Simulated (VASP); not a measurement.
# Si6W in VASP: single point with PBEsol

Aim: the single point of Si6W with PBEsol.

All numbers are computed with VASP 6.6.1; they aren't measurements. Logs are shortened: lines on timing, memory, paths and dates and some standing lists are left out, and cuts for length are marked.

## Step 1: The cell of the first run

The cell holds a slab with vacuum, 7 atoms: a = 3.842 Å, b = 3.842 Å, c = 25.791 Å, α = 90.00°, β = 90.00°, γ = 90.00°.

## Step 2: Single point, PBEsol, collinear spin

File INCAR:

```
ALGO     = Normal         # electronic algorithm
DIPOL    = 0.5 0.5 0.492
EDIFF    = 1E-7           # SCF threshold, eV
ENCUT    = 520            # plane-wave cutoff, eV
GGA      = PS             # functional
IDIPOL   = 3            
ISIF     = 2              # what is computed and relaxed
ISMEAR   = 0              # smearing method
ISPIN    = 2              # spin polarisation
LASPH    = True           # aspherical terms in the spheres
LCHARG   = True           # write CHGCAR
LDIPOL   = True         
LELF     = True           # ELF
LMAXMIX  = 4              # l up to which the mixer works
LORBIT   = 11             # projections on sites
LREAL    = False          # projectors in reciprocal space
LVACPOTAV= True         
LVHAR    = True         
LWAVE    = False          # write WAVECAR
MAGMOM   = 0 0 0 0 0 0 4  # initial moments
NBANDS   = 32             # bands
NELM     = 150            # most SCF steps
PREC     = Accurate       # precision mode
SIGMA    = 0.05           # smearing width, eV
```

File KPOINTS:

```
k-points
0
Gamma
  8 8 1
```

File POSCAR:

```
Si6W
1.0
    3.8417168285      0.0000000000      0.0000000000
    0.0000000000      3.8417168285      0.0000000000
    0.0000000000      0.0000000000     25.7912600521
Si W
6 1
Direct
    0.0000000000      0.5000000000      0.3295690084
    0.0000000000      0.0000000000      0.3822322752
    0.5000000000      0.0000000000      0.4348955421
    0.5000000000      0.5000000000      0.4872505114
    0.0000000000      0.5000000000      0.5400001596
    0.0000000000      0.0000000000      0.5916358883
    0.0000000000      0.1666666667      0.6785542108
```

Potentials or basis: VASP PAW PBE potentials, release 64 (Si, W_sv).

Launch:

```
$ cat potpaw_PBE.64/Si/POTCAR potpaw_PBE.64/W_sv/POTCAR > POTCAR
$ mpirun -np 1 vasp_std > vasp.out
```

OUTCAR:

```text
EDIFF = 1E-7
   ENCUT = 520
   GGA = PS
   ISIF = 2
   ISMEAR = 0
   ISPIN = 2
   LASPH = True
   LORBIT = 11
   LREAL = False
   NELM = 150
   PREC = Accurate

 ion  position               nearest neighbor table
   1  0.000  0.500  0.330-   2 2.35   2 2.35
   2  0.000  0.000  0.382-   1 2.35   1 2.35   3 2.35   3 2.35
   3  0.500  0.000  0.435-   4 2.35   4 2.35   2 2.35   2 2.35
   4  0.500  0.500  0.487-   3 2.35   3 2.35   5 2.35   5 2.35
   5  0.000  0.500  0.540-   6 2.34   6 2.34   4 2.35   4 2.35
   6  0.000  0.000  0.592-   7 2.33   5 2.34   5 2.34
   7  0.000  0.167  0.679-   6 2.33

  LATTYP: Found a simple tetragonal cell.
 ALAT       =     3.8417168285
 C/A-ratio  =     6.7134724404

  Lattice vectors:

 A1 = (   3.8417168285,   0.0000000000,   0.0000000000)
 A2 = (   0.0000000000,   3.8417168285,   0.0000000000)
 A3 = (   0.0000000000,   0.0000000000,  25.7912600521)

Analysis of symmetry for initial positions (statically):
=====================================================================
 Subroutine PRICEL returns:
 Original cell was already a primitive cell.

 Routine SETGRP: Setting up the symmetry group for a
 simple tetragonal supercell.

 Subroutine GETGRP returns: Found  2 space group operations
 (whereof  2 operations were pure point group operations)
 out of a pool of 16 trial point group operations.

The static configuration has the point symmetry C_1h.

Analysis of symmetry for dynamics (positions and initial velocities):
=====================================================================
 Subroutine PRICEL returns:
 Original cell was already a primitive cell.

 Routine SETGRP: Setting up the symmetry group for a
 simple tetragonal supercell.

 Subroutine GETGRP returns: Found  2 space group operations
 (whereof  2 operations were pure point group operations)
 out of a pool of 16 trial point group operations.

The dynamic configuration has the point symmetry C_1h.

Analysis of structural, dynamic, and magnetic symmetry:
=====================================================================
 Subroutine PRICEL returns:
 Original cell was already a primitive cell.

 Routine SETGRP: Setting up the symmetry group for a
 simple tetragonal supercell.

 Subroutine GETGRP returns: Found  2 space group operations
 (whereof  2 operations were pure point group operations)
 out of a pool of 16 trial point group operations.

The overall configuration has the point symmetry C_1h.

 Subroutine INISYM returns: Found  2 space group operations
 (whereof  2 operations are pure point group operations),
 and found     1 'primitive' translations

----------------------------------------------------------------------------------------

                                     Primitive cell

  volume of cell :     380.6477

  direct lattice vectors                    reciprocal lattice vectors
     3.841716829  0.000000000  0.000000000     0.260300289  0.000000000  0.000000000
     0.000000000  3.841716829  0.000000000     0.000000000  0.260300289  0.000000000
     0.000000000  0.000000000 25.791260052     0.000000000  0.000000000  0.038772825

  length of vectors
     3.841716829  3.841716829 25.791260052     0.260300289  0.260300289  0.038772825

  position of ions in fractional coordinates (direct lattice)
     0.000000000  0.500000000  0.329569008
     0.000000000  0.000000000  0.382232275
     0.500000000  0.000000000  0.434895542
     0.500000000  0.500000000  0.487250511
     0.000000000  0.500000000  0.540000160
     0.000000000  0.000000000  0.591635888
     0.000000000  0.166666667  0.678554211

  ion indices of the primitive-cell ions
   primitive index   ion index
                 1           1
                 2           2
[... 39 lines left out ...]
  0.375000  0.000000  0.000000      2.000000
[... 16 lines left out ...]
  0.500000  0.375000  0.000000      2.000000
 -0.375000  0.500000  0.000000      2.000000
   k-points           NKPTS =     25   k-points in BZ     NKDIM =     25   number of bands    NBANDS=     32
   number of dos      NEDOS =    301   number of ions     NIONS =      7
   total plane-waves  NPLWV = 172800
   dimension x,y,z NGX =    30 NGY =   30 NGZ =  192
   dimension x,y,z NGXF=    60 NGYF=   60 NGZF=  384
   ions per type =               6   1
   NGX,Y,Z   is equivalent  to a cutoff of  12.98, 12.98, 12.38 a.u.
   NGXF,Y,Z  is equivalent  to a cutoff of  25.96, 25.96, 24.75 a.u.
 SYSTEM =  unknown system
   PREC   = accura    normal or accurate (medium, high low for compatibility)
   ISTART =      0    job   : 0-new  1-cont  2-samecut
   ICHARG =      2    charge: 1-file 2-atom 10-const
   ISPIN  =      2    spin polarized calculation?
   LNONCOLLINEAR =      F non collinear calculations
   LSORBIT =      F    spin-orbit coupling
   LASPH  =      T    aspherical Exc in radial PAW
   ENCUT  =  520.0 eV  38.22 Ry    6.18 a.u.   7.14  7.14 47.95*2*pi/ulx,y,z
   NELM   =    150;   NELMIN=  2; NELMDL= -5     # of ELM steps
   EDIFF  = 0.1E-06   stopping-criterion for ELM
   LREAL  =      F    real-space projection
   EDIFFG = 0.1E-05   stopping-criterion for IOM
   NSW    =      0    number of steps for IOM
   IBRION =     -1    ionic relax: 0-MD 1-quasi-New 2-CG
   NFREE  =      0    steps in history (QN), initial steepest desc. (CG)
   ISIF   =      2    stress and relaxation
   ISYM   =      2    0-nonsym 1-usesym 2-fastsym
   POTIM  = 0.5000    time-step for ionic-motion
   TEBEG  =    0.0;   TEEND  =   0.0 temperature during run
   PSTRESS=    0.0 pullay stress
   NELECT =      38.0000    total number of electrons
   NUPDOWN=      -1.0000    fix difference up-down
   EMIN   =  10.00;   EMAX   =-10.00  energy-range for DOS
   EFERMI =   0.00;   METHOD = LEGACY
   ISMEAR =     0;   SIGMA  =   0.05  broadening in eV -4-tet -1-fermi 0-gaus
   EFERMI_NEDOS =   21; number of points for ismear=-14 and -15
   IALGO  =     38    algorithm
   IMIX   =      4    mixing-type and parameters
     AMIX     =   0.40;   BMIX     =  1.00
     AMIX_MAG =   1.60;   BMIX_MAG =  1.00
  volume/ion in A,a.u.               =      54.38       366.96
  Fermi-wavevector in a.u.,A,eV,Ry     =   0.759443  1.435138  7.847201  0.576753
  Thomas-Fermi vector in A             =   1.858238
   LORBIT       =     11    0 simple, 1 ext, 2 COOP (PROOUT), +10 PAW based schemes
   GGA     = PS    functional components
   LHFCALC =     F    Hartree Fock is set to
   AEXX    =    0.0000 exact exchange contribution
   IVDW    =     0    specifies the selected vdW correction
   LEPSILON=     F    determine dielectric tensor
   LRPA    =     F    only Hartree local field effects (RPA)
 spin polarized calculation
 Gauss-broadening in eV      SIGMA  =   0.05
  energy-cutoff  :      520.00
  volume of cell :      380.65
 maximum number of plane-waves:     10280
 NGX is ok and might be reduce to    30
   NGX = 15   NGY = 15   NGZ = 95

 dipolmoment           0.000000      0.000000      0.325396 electrons x Angstroem

 number of electron      38.0000002 magnetization       3.4904975

 dipolmoment           0.000000      0.000000     -0.134923 electrons x Angstroem

 Free energy of the ion-electron system (eV)
  ---------------------------------------------------
  ext. energy  EPLUGINS =         0.00000000
  ---------------------------------------------------
  free energy    TOTEN  =       -38.62992228 eV

  energy without entropy =      -38.62512146  energy(sigma->0) =      -38.62752187

 E-fermi :  -0.7178     XC(G=0):  -4.6040

 val. band max:       -0.7262854509   @ k =   0.3750   0.3750   0.0000
 cond. band min:      -0.7127576057   @ k =   0.5000   0.0000   0.0000
 fundamental gap:      0.0135278451
 Fermi energy:        -0.7177579225

 spin component 1

 k-point     1 :       0.0000    0.0000    0.0000
  band No.  band energies     occupation
      1     -75.1421      1.00000
      2     -39.5761      1.00000
      3     -39.4758      1.00000
      4     -39.4497      1.00000
      5     -12.2468      1.00000
      6     -11.0535      1.00000
[... 805 lines left out ...]
     30       3.5300      0.00000
     31       4.1913      0.00000

 [... further k-points ...]

 spin component 2

 k-point     1 :       0.0000    0.0000    0.0000
  band No.  band energies     occupation
      1     -74.0324      1.00000
      2     -38.1479      1.00000
      3     -37.9758      1.00000
      4     -37.8735      1.00000
      5     -12.2342      1.00000
      6     -11.0391      1.00000
[... 805 lines left out ...]
     30       4.2583      0.00000
     31       4.4516      0.00000

 [... further k-points ...]

 [bands above 31 left out]

------------------------ aborting loop because EDIFF is reached ----------------------------------------

  FORCE on cell =-STRESS in cart. coord.  units (eV):
  Direction    XX          YY          ZZ          XY          YZ          ZX
  --------------------------------------------------------------------------------------
  -------------------------------------------------------------------------------------
  Total       -6.9505573     -2.8961761      0.0072420      0.0000000      0.2128745      0.0000000
  in kB      -29.2554614    -12.1902409      0.0304823      0.0000000      0.8960063      0.0000000
  external PRESSURE =     -13.8050734 kB  Pullay stress =       0.0000000 kB

 VOLUME and BASIS-vectors are now :
 -----------------------------------------------------------------------------
  energy-cutoff  :      520.00
  volume of cell :      380.65
      direct lattice vectors                 reciprocal lattice vectors
     3.841716829  0.000000000  0.000000000     0.260300289  0.000000000  0.000000000
     0.000000000  3.841716829  0.000000000     0.000000000  0.260300289  0.000000000
     0.000000000  0.000000000 25.791260052     0.000000000  0.000000000  0.038772825

 POSITION                                       TOTAL-FORCE (eV/Angst)
 -----------------------------------------------------------------------------------
      0.00000      1.92086      8.50000         0.000000      0.002280      0.077933
      0.00000      0.00000      9.85825         0.000000      0.003847     -0.038575
      1.92086      0.00000     11.21650         0.000000     -0.004797     -0.053830
      1.92086      1.92086     12.56680         0.000000      0.062523     -0.095456
      0.00000      1.92086     13.92728         0.000000     -0.012344      0.135686
      0.00000      0.00000     15.25904         0.000000     -0.221820     -0.046292
      0.00000      0.64029     17.50077         0.000000      0.170311      0.020534
 -----------------------------------------------------------------------------------
    total drift:                                0.000000     -0.000049     -0.000143

  FREE ENERGIE OF THE ION-ELECTRON SYSTEM (eV)
  ---------------------------------------------------
  free  energy   TOTEN  =       -38.6299222776 eV

  energy  without entropy=      -38.6251214582  energy(sigma->0) =      -38.62752187

 vacuum level on the upper side and lower side of the slab         3.117         4.772

 total charge

# of ion       s       p       d       tot
------------------------------------------
    1        0.859   0.720   0.000   1.580
    2        0.761   0.923   0.000   1.684
    3        0.763   0.912   0.000   1.675
    4        0.764   0.918   0.000   1.682
    5        0.762   0.924   0.000   1.686
    6        0.800   0.875   0.000   1.675
    7        2.384   6.020   3.333  11.737
--------------------------------------------------
tot          7.094  11.293   3.333  21.720

 magnetization (x)

# of ion       s       p       d       tot
------------------------------------------
    1        0.001   0.001   0.000   0.002
    2        0.000   0.006   0.000   0.006
    3        0.000  -0.001   0.000  -0.001
    4       -0.001   0.000   0.000  -0.000
    5        0.009   0.025   0.000   0.034
    6       -0.013  -0.045   0.000  -0.058
    7        0.083   0.024   2.378   2.485
--------------------------------------------------
tot          0.080   0.010   2.378   2.468
```

Wall time 30 min (1 thread of Oxide Virtual Turin-like, shared host); peak memory 0.81 GiB.

What came out:

| Quantity | Value |
| --- | --- |
| Free energy | -38.6299 eV |
| Largest force | 0.227 eV/Å |
| Net moment | 3.49 μB per cell |
| Site moments | Si +0.00, +0.01, -0.00, +0.03, -0.06 (each value once); W +2.48 μB |
| Valence electrons inside the program's atomic spheres | Si 1.58, 1.68, 1.69 (each value once); W 11.74 |

Forces on the atoms (eV/Å):
```
Si   0.000  0.002  0.078
Si   0.000  0.004 -0.039
Si   0.000 -0.005 -0.054
Si   0.000  0.063 -0.095
Si   0.000 -0.012  0.136
Si   0.000 -0.222 -0.046
W    0.000  0.170  0.021
```

Levels at points of the mesh, in eV from the Fermi level:
Spin up:
```
           k point  band 19  band 20  band 21  band 22  band 23  band 24
(0.00, 0.00, 0.00)    -0.17    -0.13     0.14     0.52     1.07     1.15
(0.50, 0.00, 0.00)    -0.42    -0.35     0.00     0.07     1.02     1.57
(0.00, 0.50, 0.00)    -0.54    -0.40     0.27     0.81     1.41     2.35
(0.50, 0.50, 0.00)    -0.54    -0.49    -0.01     0.66     0.92     1.62
```
Spin down:
```csv
k point,band 14,band 15,band 16,band 17,band 18,band 19,band 20,band 21
"(0.00, 0.00, 0.00)",-1.27,-0.95,-0.46,0.08,0.36,0.60,0.83,1.01
"(0.50, 0.00, 0.00)",-1.42,-1.22,-0.73,-0.11,-0.05,0.21,1.05,1.46
"(0.00, 0.50, 0.00)",-1.28,-1.05,-0.75,-0.28,0.67,0.87,1.22,1.86
"(0.50, 0.50, 0.00)",-3.09,-2.41,-1.57,-0.62,-0.59,0.41,0.81,1.03
```

Caveat: the PAW data sets were made with another functional, which shifts forces and pressure a little; spin-orbit coupling is left out, which moves the levels of the heavy elements.
